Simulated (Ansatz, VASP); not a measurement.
## One calculation of P, two programs

```
P
1.0
     3.46680    0.00000    0.00000
    -1.73340    3.00233    0.00000
     0.00000    0.00000    5.10840
P
3
Direct
  0.33333 0.66667 0.00000
  0.00000 0.00000 0.29151
  0.00000 0.00000 0.70849
```

Alike in both runs: functional PBE; k mesh 18 × 18 × 10; occupations gaussian, width 0.1 eV; no spin polarisation.

Ansatz relaxed the structure, and its values are those at the end. VASP's run is a single point on that final structure, the one shown.

|  | VASP | Ansatz |
| --- | --- | --- |
| version | VASP 6.6.1 | Ansatz 0.2.0 |
| potentials or method | VASP PAW PBE potentials, release 64 (P), cutoff 520 eV | scalar-relativistic, plane waves, PAW |
| valence electrons in the cell | 15 | 15 |

```csv
,VASP,Ansatz,Ansatz less VASP
gap on the k mesh at the Fermi level (eV),none,none,-
pressure (GPa),-0.2,0.0,+0.20
rms of the force components (eV/Å),0.014,0.000,-0.0138
```

A gap of «none» marks a metal or a gap that the smearing closes. The functional is the same, so the differences come from potentials, cutoffs and numerics.
